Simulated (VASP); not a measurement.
# Eu (Im-3m) in VASP: single point with LDA

Aim: the single point of Eu with LDA.

Everything below comes from runs of VASP 6.6.1. Logs are shortened: lines on timing, memory, paths and dates and some standing lists are left out, and cuts for length are marked.

### 1 The cell of the first run

Symmetry: Im-3m, No. 229, cubic system. The conventional cell has a = 4.606 Å, b = 4.606 Å, c = 4.606 Å, α = 90.00°, β = 90.00°, γ = 90.00°. Within 5.2 Å of Eu (site symmetry m-3m) lie 14 Eu at 3.99 to 4.61 Å.

### 2 Single point, LDA, collinear spin, ferromagnetic start

Contents of INCAR:

```
PREC = Accurate ; ENCUT = 520
EDIFF = 1E-6 ; ISMEAR = -1
SIGMA = 0.05 ; LREAL = F
LASPH = T ; NELM = 150
ALGO = Normal ; ISIF = 2
LWAVE = F ; LCHARG = T
ISPIN = 2 ; MAGMOM = 7
LORBIT = 11 ; LMAXMIX = 6
GGA = CA ; LELF = T
LVHAR = T ; NBANDS = 18
```

Contents of KPOINTS:

```
regular mesh
0
Gamma
  9 9 9
```

Contents of POSCAR:

```
Eu
1.0
   -2.3030000000      2.3030000000      2.3030000000
    2.3030000000     -2.3030000000      2.3030000000
    2.3030000000      2.3030000000     -2.3030000000
Eu
1
Direct
    0.0000000000      0.0000000000      0.0000000000
```

Potentials or basis: VASP PAW PBE potentials, release 64 (Eu).

Launch:

```
cat potpaw_PBE.64/Eu/POTCAR > POTCAR
mpirun -np 1 vasp_std > vasp.out
```

OUTCAR:

```text
PREC = Accurate
   ENCUT = 520
   EDIFF = 1E-6
   ISMEAR = -1
   LREAL = F
   LASPH = T
   NELM = 150
   ISIF = 2
   ISPIN = 2
   LORBIT = 11
   GGA = CA

 ion  position               nearest neighbor table
   1  0.000  0.000  0.000-

  LATTYP: Found a body centered cubic cell.
 ALAT       =     4.6060000000

  Lattice vectors:

 A1 = (  -2.3030000000,   2.3030000000,   2.3030000000)
 A2 = (   2.3030000000,  -2.3030000000,   2.3030000000)
 A3 = (   2.3030000000,   2.3030000000,  -2.3030000000)

Analysis of symmetry for initial positions (statically):
=====================================================================
 Subroutine PRICEL returns:
 Original cell was already a primitive cell.

 Routine SETGRP: Setting up the symmetry group for a
 body centered cubic supercell.

 Subroutine GETGRP returns: Found 48 space group operations
 (whereof 48 operations were pure point group operations)
 out of a pool of 48 trial point group operations.

The static configuration has the point symmetry O_h .

Analysis of symmetry for dynamics (positions and initial velocities):
=====================================================================
 Subroutine PRICEL returns:
 Original cell was already a primitive cell.

 Routine SETGRP: Setting up the symmetry group for a
 body centered cubic supercell.

 Subroutine GETGRP returns: Found 48 space group operations
 (whereof 48 operations were pure point group operations)
 out of a pool of 48 trial point group operations.

The dynamic configuration has the point symmetry O_h .

Analysis of structural, dynamic, and magnetic symmetry:
=====================================================================
 Subroutine PRICEL returns:
 Original cell was already a primitive cell.

 Routine SETGRP: Setting up the symmetry group for a
 body centered cubic supercell.

 Subroutine GETGRP returns: Found 48 space group operations
 (whereof 48 operations were pure point group operations)
 out of a pool of 48 trial point group operations.

The overall configuration has the point symmetry O_h .

 Subroutine INISYM returns: Found 48 space group operations
 (whereof 48 operations are pure point group operations),
 and found     1 'primitive' translations

----------------------------------------------------------------------------------------

                                     Primitive cell

  volume of cell :      48.8587

  direct lattice vectors                    reciprocal lattice vectors
    -2.303000000  2.303000000  2.303000000     0.000000000  0.217108120  0.217108120
     2.303000000 -2.303000000  2.303000000     0.217108120  0.000000000  0.217108120
     2.303000000  2.303000000 -2.303000000     0.217108120  0.217108120  0.000000000

  length of vectors
     3.988913010  3.988913010  3.988913010     0.307037248  0.307037248  0.307037248

  position of ions in fractional coordinates (direct lattice)
     0.000000000  0.000000000  0.000000000

  ion indices of the primitive-cell ions
   primitive index   ion index
                 1           1

----------------------------------------------------------------------------------------

 KPOINTS: regular mesh

Automatic generation of k-mesh.
 Grid dimensions read from file:
 generate k-points for:    9    9    9

 Generating k-lattice:

  Cartesian coordinates                     Fractional coordinates (reciprocal lattice)
     0.000000000  0.024123124  0.024123124     0.111111111  0.000000000  0.000000000
     0.024123124  0.000000000  0.024123124     0.000000000  0.111111111  0.000000000
     0.024123124  0.024123124  0.000000000     0.000000000  0.000000000  0.111111111

  Length of vectors
     0.034115250  0.034115250  0.034115250

  Shift w.r.t. Gamma in fractional coordinates (k-lattice)
     0.000000000  0.000000000  0.000000000

 Subroutine IBZKPT returns following result:
 ===========================================

 Found     35 irreducible k-points:

 Following reciprocal coordinates:
            Coordinates               Weight
  0.000000  0.000000  0.000000      1.000000
  0.111111  0.000000  0.000000     12.000000
  0.222222  0.000000  0.000000     12.000000
  0.333333  0.000000  0.000000     12.000000
  0.444444  0.000000  0.000000     12.000000
  0.111111  0.111111  0.000000     24.000000
[... 16 lines left out ...]
 -0.333333  0.444444  0.111111     48.000000
 -0.444444 -0.444444  0.111111     24.000000
 [... further k-points ...]
   k-points           NKPTS =     35   k-points in BZ     NKDIM =     35   number of bands    NBANDS=     18
   number of dos      NEDOS =    301   number of ions     NIONS =      1
   total plane-waves  NPLWV =  27000
   dimension x,y,z NGX =    30 NGY =   30 NGZ =   30
   dimension x,y,z NGXF=    60 NGYF=   60 NGZF=   60
   ions per type =               1
   NGX,Y,Z   is equivalent  to a cutoff of  12.50, 12.50, 12.50 a.u.
   NGXF,Y,Z  is equivalent  to a cutoff of  25.01, 25.01, 25.01 a.u.
 SYSTEM =  unknown system
   PREC   = accura    normal or accurate (medium, high low for compatibility)
   ISTART =      0    job   : 0-new  1-cont  2-samecut
   ICHARG =      2    charge: 1-file 2-atom 10-const
   ISPIN  =      2    spin polarized calculation?
   LNONCOLLINEAR =      F non collinear calculations
   LSORBIT =      F    spin-orbit coupling
   LASPH  =      T    aspherical Exc in radial PAW
   ENCUT  =  520.0 eV  38.22 Ry    6.18 a.u.   7.42  7.42  7.42*2*pi/ulx,y,z
   NELM   =    150;   NELMIN=  2; NELMDL= -5     # of ELM steps
   EDIFF  = 0.1E-05   stopping-criterion for ELM
   LREAL  =      F    real-space projection
   EDIFFG = 0.1E-04   stopping-criterion for IOM
   NSW    =      0    number of steps for IOM
   IBRION =     -1    ionic relax: 0-MD 1-quasi-New 2-CG
   NFREE  =      0    steps in history (QN), initial steepest desc. (CG)
   ISIF   =      2    stress and relaxation
   ISYM   =      2    0-nonsym 1-usesym 2-fastsym
   POTIM  = 0.5000    time-step for ionic-motion
   TEBEG  =    0.0;   TEEND  =   0.0 temperature during run
   PSTRESS=    0.0 pullay stress
   NELECT =      17.0000    total number of electrons
   NUPDOWN=      -1.0000    fix difference up-down
   EMIN   =  10.00;   EMAX   =-10.00  energy-range for DOS
   EFERMI =   0.00;   METHOD = LEGACY
   ISMEAR =    -1;   SIGMA  =   0.05  broadening in eV -4-tet -1-fermi 0-gaus
   EFERMI_NEDOS =   21; number of points for ismear=-14 and -15
   IALGO  =     38    algorithm
   IMIX   =      4    mixing-type and parameters
     AMIX     =   0.40;   BMIX     =  1.00
     AMIX_MAG =   1.60;   BMIX_MAG =  1.00
  volume/ion in A,a.u.               =      48.86       329.71
  Fermi-wavevector in a.u.,A,eV,Ry     =   1.151447  2.175919 18.039008  1.325830
  Thomas-Fermi vector in A             =   2.288104
   LORBIT       =     11    0 simple, 1 ext, 2 COOP (PROOUT), +10 PAW based schemes
   GGA     = CA    functional components
   LHFCALC =     F    Hartree Fock is set to
   AEXX    =    0.0000 exact exchange contribution
   IVDW    =     0    specifies the selected vdW correction
   LEPSILON=     F    determine dielectric tensor
   LRPA    =     F    only Hartree local field effects (RPA)
 spin polarized calculation
  energy-cutoff  :      520.00
  volume of cell :       48.86
 maximum number of plane-waves:      1329
 NGX is ok and might be reduce to    30
   NGX = 15   NGY = 15   NGZ = 15

 number of electron      17.0000007 magnetization       7.2509198

 Free energy of the ion-electron system (eV)
  ---------------------------------------------------
  ext. energy  EPLUGINS =         0.00000000
  ---------------------------------------------------
  free energy    TOTEN  =       -11.18768336 eV

  energy without entropy =      -11.17629083  energy(sigma->0) =      -11.18198709

 E-fermi :   1.3356     XC(G=0):  -8.5133

 val. band max:        1.3300859372   @ k =  -0.4444   0.4444   0.3333
 cond. band min:       1.3549551705   @ k =  -0.4444  -0.4444   0.3333
 fundamental gap:      0.0248692333
 Fermi energy:         1.3356444997

 spin component 1

 k-point     1 :       0.0000    0.0000    0.0000
  band No.  band energies     occupation
      1     -40.1641      1.00000
      2     -18.9561      1.00000
      3     -18.9561      1.00000
      4     -18.9561      1.00000
      5      -2.7521      1.00000
      6       0.8283      0.99996
[... 10 lines left out ...]
     17       4.4710      0.00000
     18      10.2555      0.00000

 k-point     2 :       0.1111    0.0000    0.0000
  band No.  band energies     occupation
      1     -40.1619      1.00000
      2     -18.9898      1.00000
      3     -18.9672      1.00000
      4     -18.9561      1.00000
      5      -2.5083      1.00000
      6       0.8277      0.99996
[... 10 lines left out ...]
     17       4.4848      0.00000
     18      10.4393      0.00000

 k-point     3 :       0.2222    0.0000    0.0000
  band No.  band energies     occupation
      1     -40.1565      1.00000
      2     -19.0736      1.00000
      3     -18.9952      1.00000
      4     -18.9561      1.00000
      5      -1.8345      1.00000
      6       0.8284      0.99996
[... 10 lines left out ...]
     17       4.5578      0.00000
     18      10.2218      0.00000

 k-point     4 :       0.3333    0.0000    0.0000
  band No.  band energies     occupation
      1     -40.1503      1.00000
      2     -19.1665      1.00000
      3     -19.0267      1.00000
      4     -18.9561      1.00000
      5      -0.9422      1.00000
      6       0.8354      0.99995
[... 375 lines left out ...]
      4     -18.9803      1.00000
      5      -0.0767      1.00000
      6       0.8219      0.99997
[... 10 lines left out ...]
     17       6.0396      0.00000
     18       7.3673      0.00000

 k-point    23 :      -0.3333    0.4444    0.1111
  band No.  band energies     occupation
      1     -40.1442      1.00000
      2     -19.1849      1.00000
      3     -19.0763      1.00000
      4     -19.0010      1.00000
      5      -0.0146      1.00000
      6       0.8009      0.99998
[... 10 lines left out ...]
     17       5.7634      0.00000
     18       7.6432      0.00000

 k-point    24 :      -0.4444   -0.4444    0.1111
  band No.  band energies     occupation
      1     -40.1423      1.00000
      2     -19.2066      1.00000
      3     -19.0911      1.00000
      4     -19.0008      1.00000
      5       0.3541      1.00000
      6       0.8224      0.99997
[... 10 lines left out ...]
     17       6.5390      0.00000
     18       6.7660      0.00000

 [... further k-points ...]

 spin component 2

 k-point     1 :       0.0000    0.0000    0.0000
  band No.  band energies     occupation
      1     -37.3190      1.00000
      2     -16.7826      1.00000
      3     -16.7826      1.00000
      4     -16.7826      1.00000
      5      -2.1985      1.00000
      6       3.8125      0.00000
[... 10 lines left out ...]
     17       5.4761      0.00000
     18      11.0457      0.00000

 k-point     2 :       0.1111    0.0000    0.0000
  band No.  band energies     occupation
      1     -37.3162      1.00000
      2     -16.8261      1.00000
      3     -16.7965      1.00000
      4     -16.7827      1.00000
      5      -1.9450      1.00000
      6       3.5899      0.00000
[... 10 lines left out ...]
     17       5.5937      0.00000
     18      11.2546      0.00000

 k-point     3 :       0.2222    0.0000    0.0000
  band No.  band energies     occupation
      1     -37.3092      1.00000
      2     -16.9337      1.00000
      3     -16.8315      1.00000
      4     -16.7830      1.00000
      5      -1.2493      1.00000
      6       3.0724      0.00000
[... 10 lines left out ...]
     17       5.7760      0.00000
     18      11.0708      0.00000

 k-point     4 :       0.3333    0.0000    0.0000
  band No.  band energies     occupation
      1     -37.3011      1.00000
      2     -17.0518      1.00000
      3     -16.8708      1.00000
      4     -16.7833      1.00000
      5      -0.3378      1.00000
      6       2.5607      0.00000
[... 375 lines left out ...]
      4     -16.8141      1.00000
      5       0.5546      1.00000
      6       2.2760      0.00000
[... 10 lines left out ...]
     17       7.2414      0.00000
     18       8.4765      0.00000

 k-point    23 :      -0.3333    0.4444    0.1111
  band No.  band energies     occupation
      1     -37.2931      1.00000
      2     -17.0742      1.00000
      3     -16.9341      1.00000
      4     -16.8396      1.00000
      5       0.6296      1.00000
      6       2.1455      0.00000
[... 10 lines left out ...]
     17       6.9451      0.00000
     18       8.7000      0.00000

 k-point    24 :      -0.4444   -0.4444    0.1111
  band No.  band energies     occupation
      1     -37.2906      1.00000
      2     -17.1012      1.00000
      3     -16.9527      1.00000
      4     -16.8393      1.00000
      5       1.0415      0.99722
      6       2.0639      0.00000
[... 10 lines left out ...]
     17       7.7124      0.00000
     18       7.8654      0.00000

 [... further k-points ...]

------------------------ aborting loop because EDIFF is reached ----------------------------------------

  FORCE on cell =-STRESS in cart. coord.  units (eV):
  Direction    XX          YY          ZZ          XY          YZ          ZX
  --------------------------------------------------------------------------------------
  -------------------------------------------------------------------------------------
  Total       -1.1548094     -1.1548094     -1.1548094     -0.0000000     -0.0000000      0.0000000
  in kB      -37.8685850    -37.8685850    -37.8685850     -0.0000000     -0.0000000      0.0000000
  external PRESSURE =     -37.8685850 kB  Pullay stress =       0.0000000 kB

 VOLUME and BASIS-vectors are now :
 -----------------------------------------------------------------------------
  energy-cutoff  :      520.00
  volume of cell :       48.86
      direct lattice vectors                 reciprocal lattice vectors
    -2.303000000  2.303000000  2.303000000     0.000000000  0.217108120  0.217108120
     2.303000000 -2.303000000  2.303000000     0.217108120  0.000000000  0.217108120
     2.303000000  2.303000000 -2.303000000     0.217108120  0.217108120  0.000000000

 POSITION                                       TOTAL-FORCE (eV/Angst)
 -----------------------------------------------------------------------------------
      0.00000      0.00000      0.00000        -0.000000     -0.000000     -0.000000
 -----------------------------------------------------------------------------------
    total drift:                               -0.000000     -0.000000      0.000000

  FREE ENERGIE OF THE ION-ELECTRON SYSTEM (eV)
  ---------------------------------------------------
  free  energy   TOTEN  =       -11.1876833573 eV

  energy  without entropy=      -11.1762908263  energy(sigma->0) =      -11.18198709

 total charge

# of ion       s       p       d       f       tot
--------------------------------------------------
    1        2.077   5.659   0.238   6.684  14.659

 magnetization (x)

# of ion       s       p       d       f       tot
--------------------------------------------------
    1       -0.001  -0.079   0.104   6.683   6.706
```

Run time: 45 s. Hardware: 1 thread of AMD EPYC 9R45 (Zen 5), shared host; peak memory 0.17 GiB.

What came out:

* Free energy: -11.1877 eV
* Pressure: -3.8 GPa
* Net moment: 7.25 μB per cell
* Site moments: Eu +6.71 μB
* Valence electrons inside the program's atomic spheres: Eu 14.66

Caveat: the PAW data sets were made with another functional, which shifts forces and pressure a little; spin-orbit coupling is left out, which moves the levels of the heavy elements. The state reached can hang on the start; a lower one may exist.
